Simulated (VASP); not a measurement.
# CuO (Cccm) in VASP: a series of runs

Aim: see how the results for CuO move with the level of theory and the settings. Levels: PBE, r2SCAN. Tasks: single point.

Everything below comes from runs of VASP 6.6.1. Logs are shortened: lines on timing, memory, paths and dates and some standing lists are left out, and cuts for length are marked.

### Step 1. The cell of the first run

It takes space group Cccm (No. 66, orthorhombic). The conventional cell has a = 4.164 Å, b = 4.176 Å, c = 5.151 Å, α = 90.00°, β = 90.00°, γ = 90.00°. Within 2.6 Å of Cu (site symmetry 2/m) lie 4 O at 1.96 Å. O (site symmetry 222) has 4 Cu at 1.96 Å and 2 O at 2.58 Å within 2.6 Å.

### Step 2. Single point, PBE

The input, INCAR:

```
PREC = Accurate ; ENCUT = 520
EDIFF = 1E-6 ; ISMEAR = 0
SIGMA = 0.1 ; LREAL = F
LASPH = T ; NELM = 60
ALGO = Normal ; ISIF = 2
LWAVE = F ; LCHARG = F
GGA = PE ; NBANDS = 25
```

The input, KPOINTS:

```
regular mesh
0
Gamma
  14 14 8
```

The input, POSCAR:

```
CuO
1.0
    2.0821502384     -2.0879421418      0.0000000000
    2.0821502384      2.0879421418      0.0000000000
    0.0000000000      0.0000000000      5.1512622939
Cu O
2 2
Direct
    0.0000000000      0.5000000000      0.0000000000
    0.5000000000      0.0000000000      0.5000000000
    0.5000000000      0.5000000000      0.2500000000
    0.5000000000      0.5000000000      0.7500000000
```

Potentials or basis: VASP PAW PBE potentials, release 64 (Cu, O).

Command:

```sh
$ cat potpaw_PBE.64/Cu/POTCAR potpaw_PBE.64/O/POTCAR > POTCAR
$ mpirun -np 1 vasp_std > vasp.out
```

OUTCAR:

```text
PREC = Accurate
   ENCUT = 520
   EDIFF = 1E-6
   ISMEAR = 0
   LREAL = F
   LASPH = T
   NELM = 60
   ISIF = 2
   GGA = PE

 ion  position               nearest neighbor table
   1  0.000  0.500  0.000-   3 1.96   4 1.96   3 1.96   4 1.96
   2  0.500  0.000  0.500-   3 1.96   4 1.96   3 1.96   4 1.96
   3  0.500  0.500  0.250-   1 1.96   2 1.96   2 1.96   1 1.96
   4  0.500  0.500  0.750-   1 1.96   2 1.96   2 1.96   1 1.96

  LATTYP: Found a base centered orthorhombic cell.
 ALAT       =     4.1643004768
 B/A-ratio  =     1.0027816933
 C/A-ratio  =     1.2370054281

  Lattice vectors:

 A1 = (   2.0821502384,  -2.0879421418,   0.0000000000)
 A2 = (   2.0821502384,   2.0879421418,   0.0000000000)
 A3 = (   0.0000000000,   0.0000000000,   5.1512622939)

Analysis of symmetry for initial positions (statically):
=====================================================================
 Subroutine PRICEL returns:
 Original cell was already a primitive cell.

 Routine SETGRP: Setting up the symmetry group for a
 base centered orthorhombic supercell.

 Subroutine GETGRP returns: Found  8 space group operations
 (whereof  4 operations were pure point group operations)
 out of a pool of  8 trial point group operations.

The static configuration has the point symmetry C_2h.
 The point group associated with its full space group is D_2h.

Analysis of symmetry for dynamics (positions and initial velocities):
=====================================================================
 Subroutine PRICEL returns:
 Original cell was already a primitive cell.

 Routine SETGRP: Setting up the symmetry group for a
 base centered orthorhombic supercell.

 Subroutine GETGRP returns: Found  8 space group operations
 (whereof  4 operations were pure point group operations)
 out of a pool of  8 trial point group operations.

The dynamic configuration has the point symmetry C_2h.
 The point group associated with its full space group is D_2h.

 Subroutine INISYM returns: Found  8 space group operations
 (whereof  4 operations are pure point group operations),
 and found     1 'primitive' translations

----------------------------------------------------------------------------------------

                                     Primitive cell

  volume of cell :      44.7893

  direct lattice vectors                    reciprocal lattice vectors
     2.082150238 -2.087942142  0.000000000     0.240136370 -0.239470237  0.000000000
     2.082150238  2.087942142  0.000000000     0.240136370  0.239470237  0.000000000
     0.000000000  0.000000000  5.151262294     0.000000000  0.000000000  0.194127176

  length of vectors
     2.948703444  2.948703444  5.151262294     0.339133411  0.339133411  0.194127176

  position of ions in fractional coordinates (direct lattice)
     0.000000000  0.500000000  0.000000000
     0.500000000  0.000000000  0.500000000
     0.500000000  0.500000000  0.250000000
     0.500000000  0.500000000  0.750000000

  ion indices of the primitive-cell ions
   primitive index   ion index
                 1           1
                 2           2
                 3           3
                 4           4

----------------------------------------------------------------------------------------

 KPOINTS: regular mesh

Automatic generation of k-mesh.
 Grid dimensions read from file:
 generate k-points for:   14   14    8

 Generating k-lattice:

  Cartesian coordinates                     Fractional coordinates (reciprocal lattice)
     0.017152598 -0.017105017  0.000000000     0.071428571  0.000000000  0.000000000
     0.017152598  0.017105017  0.000000000     0.000000000  0.071428571  0.000000000
     0.000000000  0.000000000  0.024265897     0.000000000  0.000000000  0.125000000

  Length of vectors
     0.024223815  0.024223815  0.024265897

  Shift w.r.t. Gamma in fractional coordinates (k-lattice)
     0.000000000  0.000000000  0.000000000

 Subroutine IBZKPT returns following result:
 ===========================================

 Found    285 irreducible k-points:

 Following reciprocal coordinates:
            Coordinates               Weight
  0.000000  0.000000  0.000000      1.000000
  0.071429 -0.000000  0.000000      4.000000
  0.142857 -0.000000  0.000000      4.000000
  0.214286  0.000000  0.000000      4.000000
  0.285714  0.000000  0.000000      4.000000
  0.357143 -0.000000  0.000000      4.000000
[... 16 lines left out ...]
  0.214286  0.142857  0.000000      4.000000
  0.285714  0.142857  0.000000      4.000000
 [... further k-points ...]
   k-points           NKPTS =    285   k-points in BZ     NKDIM =    285   number of bands    NBANDS=     25
   number of dos      NEDOS =    301   number of ions     NIONS =      4
   total plane-waves  NPLWV =  23040
   dimension x,y,z NGX =    24 NGY =   24 NGZ =   40
   dimension x,y,z NGXF=    48 NGYF=   48 NGZF=   80
   ions per type =               2   2
   NGX,Y,Z   is equivalent  to a cutoff of  13.53, 13.53, 12.91 a.u.
   NGXF,Y,Z  is equivalent  to a cutoff of  27.06, 27.06, 25.82 a.u.
 SYSTEM =  unknown system
   PREC   = accura    normal or accurate (medium, high low for compatibility)
   ISTART =      0    job   : 0-new  1-cont  2-samecut
   ICHARG =      2    charge: 1-file 2-atom 10-const
   ISPIN  =      1    spin polarized calculation?
   LNONCOLLINEAR =      F non collinear calculations
   LSORBIT =      F    spin-orbit coupling
   LASPH  =      T    aspherical Exc in radial PAW
   ENCUT  =  520.0 eV  38.22 Ry    6.18 a.u.   5.48  5.48  9.58*2*pi/ulx,y,z
   NELM   =     60;   NELMIN=  2; NELMDL= -5     # of ELM steps
   EDIFF  = 0.1E-05   stopping-criterion for ELM
   LREAL  =      F    real-space projection
   EDIFFG = 0.1E-04   stopping-criterion for IOM
   NSW    =      0    number of steps for IOM
   IBRION =     -1    ionic relax: 0-MD 1-quasi-New 2-CG
   NFREE  =      0    steps in history (QN), initial steepest desc. (CG)
   ISIF   =      2    stress and relaxation
   ISYM   =      2    0-nonsym 1-usesym 2-fastsym
   POTIM  = 0.5000    time-step for ionic-motion
   TEBEG  =    0.0;   TEEND  =   0.0 temperature during run
   PSTRESS=    0.0 pullay stress
   NELECT =      34.0000    total number of electrons
   NUPDOWN=      -1.0000    fix difference up-down
   EMIN   =  10.00;   EMAX   =-10.00  energy-range for DOS
   EFERMI =   0.00;   METHOD = LEGACY
   ISMEAR =     0;   SIGMA  =   0.10  broadening in eV -4-tet -1-fermi 0-gaus
   EFERMI_NEDOS =   21; number of points for ismear=-14 and -15
   IALGO  =     38    algorithm
   IMIX   =      4    mixing-type and parameters
     AMIX     =   0.40;   BMIX     =  1.00
     AMIX_MAG =   1.60;   BMIX_MAG =  1.00
  volume/ion in A,a.u.               =      11.20        75.56
  Fermi-wavevector in a.u.,A,eV,Ry     =   1.493401  2.822118 30.344342  2.230246
  Thomas-Fermi vector in A             =   2.605806
   LORBIT       =      0    0 simple, 1 ext, 2 COOP (PROOUT), +10 PAW based schemes
   GGA     = PE    functional components
   LHFCALC =     F    Hartree Fock is set to
   AEXX    =    0.0000 exact exchange contribution
   IVDW    =     0    specifies the selected vdW correction
   LEPSILON=     F    determine dielectric tensor
   LRPA    =     F    only Hartree local field effects (RPA)
 non-spin polarized calculation
 Gauss-broadening in eV      SIGMA  =   0.10
  energy-cutoff  :      520.00
  volume of cell :       44.79
 maximum number of plane-waves:      1236
 NGX is ok and might be reduce to    24
   NGX = 11   NGY = 11   NGZ = 19

 number of electron      34.0000018 magnetization

 Free energy of the ion-electron system (eV)
  ---------------------------------------------------
  ext. energy  EPLUGINS =         0.00000000
  ---------------------------------------------------
  free energy    TOTEN  =       -19.73584645 eV

  energy without entropy =      -19.72295375  energy(sigma->0) =      -19.72940010

 E-fermi :   4.7755     XC(G=0): -11.2572

 val. band max:        4.7746586899   @ k =   0.4286   0.4286   0.3750
 cond. band min:       4.7767367783   @ k =   0.3571  -0.0000   0.1250
 fundamental gap:      0.0020780883
 Fermi energy:         4.7754769877

 k-point     1 :       0.0000    0.0000    0.0000
  band No.  band energies     occupation
      1     -14.9482      2.00000
      2     -13.6548      2.00000
      3      -3.2352      2.00000
      4      -0.6013      2.00000
      5      -0.5957      2.00000
      6       1.0878      2.00000
[... 17 lines left out ...]
     24      19.1806      0.00000
     25      19.4828      0.00000

 k-point     2 :       0.0714   -0.0000    0.0000
  band No.  band energies     occupation
      1     -14.9223      2.00000
      2     -13.6469      2.00000
      3      -3.1888      2.00000
      4      -0.6227      2.00000
      5      -0.5849      2.00000
      6       0.7696      2.00000
[... 17 lines left out ...]
     24      19.2625      0.00000
     25      19.5150      0.00000

 k-point     3 :       0.1429   -0.0000    0.0000
  band No.  band energies     occupation
      1     -14.8480      2.00000
      2     -13.6247      2.00000
      3      -3.0558      2.00000
      4      -0.6810      2.00000
      5      -0.5473      2.00000
      6       0.1366      2.00000
[... 17 lines left out ...]
     24      19.4720      0.00000
     25      19.5491      0.00000

 k-point     4 :       0.2143    0.0000    0.0000
  band No.  band energies     occupation
      1     -14.7374      2.00000
      2     -13.5925      2.00000
      3      -2.8556      2.00000
      4      -0.7427      2.00000
      5      -0.5653      2.00000
      6      -0.4917      2.00000
[... 17 lines left out ...]
     24      19.4281      0.00000
     25      19.6415      0.00000
[... 477 lines left out ...]
 k-point    22 :       0.1429    0.1429    0.0000
  band No.  band energies     occupation
      1     -14.7490      2.00000
      2     -13.5960      2.00000
      3      -2.8750      2.00000
      4      -0.6671      2.00000
      5      -0.5830      2.00000
      6       0.0152      2.00000
[... 17 lines left out ...]
     24      17.5821      0.00000
     25      19.7564      0.00000

 k-point    23 :       0.2143    0.1429    0.0000
  band No.  band energies     occupation
      1     -14.6403      2.00000
      2     -13.5655      2.00000
      3      -2.6730      2.00000
      4      -0.7033      2.00000
      5      -0.5430      2.00000
      6      -0.5395      2.00000
[... 17 lines left out ...]
     24      17.3050      0.00000
     25      19.7744      0.00000

 k-point    24 :       0.2857    0.1429    0.0000
  band No.  band energies     occupation
      1     -14.5151      2.00000
      2     -13.5314      2.00000
      3      -2.4357      2.00000
      4      -1.1638      2.00000
      5      -0.7204      2.00000
      6      -0.4773      2.00000
[... 17 lines left out ...]
     24      17.5686      0.00000
     25      19.4551      0.00000

 [... further k-points ...]

------------------------ aborting loop because EDIFF is reached ----------------------------------------

  FORCE on cell =-STRESS in cart. coord.  units (eV):
  Direction    XX          YY          ZZ          XY          YZ          ZX
  --------------------------------------------------------------------------------------
  -------------------------------------------------------------------------------------
  Total        0.1651133      0.1545003      0.2705676      0.0000000      0.0000000      0.0000000
  in kB        5.9063388      5.5266973      9.6785912      0.0000000      0.0000000      0.0000000
  external PRESSURE =       7.0372091 kB  Pullay stress =       0.0000000 kB

 VOLUME and BASIS-vectors are now :
 -----------------------------------------------------------------------------
  energy-cutoff  :      520.00
  volume of cell :       44.79
      direct lattice vectors                 reciprocal lattice vectors
     2.082150238 -2.087942142  0.000000000     0.240136370 -0.239470237  0.000000000
     2.082150238  2.087942142  0.000000000     0.240136370  0.239470237  0.000000000
     0.000000000  0.000000000  5.151262294     0.000000000  0.000000000  0.194127176

 POSITION                                       TOTAL-FORCE (eV/Angst)
 -----------------------------------------------------------------------------------
      1.04108      1.04397      0.00000         0.000000      0.000000      0.000000
      1.04108     -1.04397      2.57563        -0.000000      0.000000      0.000000
      2.08215      0.00000      1.28782         0.000000     -0.000000     -0.000000
      2.08215      0.00000      3.86345         0.000000      0.000000      0.000000
 -----------------------------------------------------------------------------------
    total drift:                                0.000000     -0.000000     -0.000000

  FREE ENERGIE OF THE ION-ELECTRON SYSTEM (eV)
  ---------------------------------------------------
  free  energy   TOTEN  =       -19.7358464538 eV

  energy  without entropy=      -19.7229537525  energy(sigma->0) =      -19.72940010
```

Run time: 4.2 min. Hardware: 1 thread of AMD EPYC 7R13 (Zen 3), shared host; peak memory 0.34 GiB.

What came out:

```yaml
Free_energy: -19.7358 eV
Pressure: 0.7 GPa
Band_gap_on_the_k_mesh: zero (bands 17 and 18 overlap by 1.18 eV)
```

Caveat: semilocal functionals often make such compounds metallic where correlation or magnetic order opens a gap, which also shifts bond lengths.

### Step 3. Single point, r2SCAN

This run uses another cell than the first one, of 10.73 Å³/atom.

The input, POSCAR:

```
CuO
1.0
    2.0426034832     -2.0494666193      0.0000000000
    2.0426034832      2.0494666193      0.0000000000
    0.0000000000      0.0000000000      5.1258955350
Cu O
2 2
Direct
    0.0000000000      0.5000000000      0.0000000000
    0.5000000000      0.0000000000      0.5000000000
    0.5000000000      0.5000000000      0.2500000000
    0.5000000000      0.5000000000      0.7500000000
```

The input, INCAR.step1:

```
  PREC = Accurate
  ENCUT = 520
  ISMEAR = 0
  SIGMA = 0.1
  LREAL = F
  LASPH = T
  NELM = 100
  NBANDS = 25
  GGA = PE
  ALGO = Normal
  EDIFF = 1E-4
  LWAVE = T
  LCHARG = F
```

The input, INCAR.step2:

```
  PREC = Accurate
  ENCUT = 520
  EDIFF = 1E-7
  ISMEAR = 0
  SIGMA = 0.1
  LREAL = F
  LASPH = T
  NELM = 100
  ALGO = Normal
  ISIF = 2
  LWAVE = F
  LCHARG = F
  METAGGA = R2SCAN
  LMIXTAU = T
  NBANDS = 25
  ISTART = 1
```

The input, KPOINTS:

```
Automatic mesh
0
Gamma
  14 14 8
```

Potentials or basis: VASP PAW PBE potentials, release 64 (Cu, O).

Command:

```sh
$ cat potpaw_PBE.64/Cu/POTCAR potpaw_PBE.64/O/POTCAR > POTCAR
$ cp INCAR.step1 INCAR
$ mpirun -np 1 vasp_std > vasp.out
$ cp INCAR.step2 INCAR
$ mpirun -np 1 vasp_std > vasp.out
```

Run time: 16 min. Hardware: 1 thread of AMD EPYC 7R13 (Zen 3), shared host; peak memory 0.33 GiB.

Results (log left out):

```
Free energy            : -36.4773 eV
Pressure               : 1.0 GPa
Band gap on the k mesh : zero (bands 17 and 18 overlap by 1.16 eV)
```

Stress tensor (GPa, compression positive):
```
0.84 0.00 0.00
0.00 0.82 0.00
0.00 0.00 1.24
```

Levels at points of the mesh, in eV from the Fermi level:
```csv
k point,band 14,band 15,band 16,band 17,band 18,band 19,band 20,band 21
"(0.00, 0.00, 0.00)",-2.69,-2.60,-2.25,0.66,0.67,1.75,6.59,7.84
"(0.50, 0.00, 0.00)",-2.18,-1.81,-1.74,0.22,0.46,3.90,6.39,7.12
"(0.50, 0.50, 0.00)",-2.68,-1.64,-1.41,-1.41,1.20,2.32,7.52,10.50
"(0.00, 0.00, 0.50)",-2.61,-1.80,-1.80,0.09,0.09,3.86,3.86,12.34
"(0.50, 0.00, 0.50)",-2.67,-2.30,-2.02,-0.18,0.67,4.57,6.38,8.86
"(0.50, 0.50, 0.50)",-2.20,-1.64,-1.64,-0.49,-0.49,4.22,4.22,11.51
```

Caveat: the PAW data sets were made with another functional, which shifts forces and pressure a little; semilocal functionals often make such compounds metallic where correlation or magnetic order opens a gap, which also shifts bond lengths. With open d or f shells a metallic result of r2SCAN can be an artefact of self-interaction; +U or a hybrid may open a gap.
